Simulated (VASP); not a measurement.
Set up this calculation in VASP 6.6.1, as the native input.

```
Task                   : single point
Functional             : PBE
Potentials or basis    : VASP PAW PBE potentials, release 64 (Na_pv, Ti_sv)
Cutoff                 : 520 eV
k mesh                 : 4 × 4 × 4
Occupations            : gaussian, width 0.1 eV
Spin                   : no spin polarisation
Dipole correction      : no
Further INCAR settings : ALGO = Normal; EDIFF = 1e-06; NBANDS = 40
```

The structure of NaTi2 lies in POSCAR:

```
NaTi2
1.0
    3.7986228501      0.0000000000      0.0000000000
    0.0000000000      3.7986228501      0.0000000000
    0.0000000000      0.0000000000      9.7488130358
Na Ti
2 4
Direct
    0.0000000000      0.5000000000      0.6098024841
    0.5000000000      0.0000000000      0.3901975159
    0.0000000000      0.0000000000      0.0000000000
    0.5000000000      0.5000000000      0.0000000000
    0.0000000000      0.5000000000      0.2028895405
    0.5000000000      0.0000000000      0.7971104595
```

One way to write it, as run:

INCAR

```
PREC = Accurate ; ENCUT = 520
EDIFF = 1E-6 ; ISMEAR = 0
SIGMA = 0.1 ; LREAL = False
LASPH = True ; NELM = 100
ALGO = Normal ; ISIF = 2
LWAVE = False ; LCHARG = True
GGA = PE ; LELF = True
LVHAR = True ; NBANDS = 40
```

KPOINTS

```
regular mesh
0
Gamma
  4 4 4
```

Potentials or basis: VASP PAW PBE potentials, release 64 (Na_pv, Ti_sv).

Run with:

```console
$ cat potpaw_PBE.64/Na_pv/POTCAR potpaw_PBE.64/Ti_sv/POTCAR > POTCAR
$ mpirun -np 1 vasp_std > vasp.out
```

It gave:

- Pressure: -0.1 GPa
- Largest force: 0.040 eV/Å
- Band gap on the k mesh: zero (bands 31 and 32 overlap by 0.61 eV)

Caveat: the k points lie up to 0.41 Å⁻¹ apart, too coarse for converged energies and pressures of a metal.

Run time: 3.3 min on 1 thread of Intel Xeon 8259CL (shared host), peak memory 0.27 GiB.
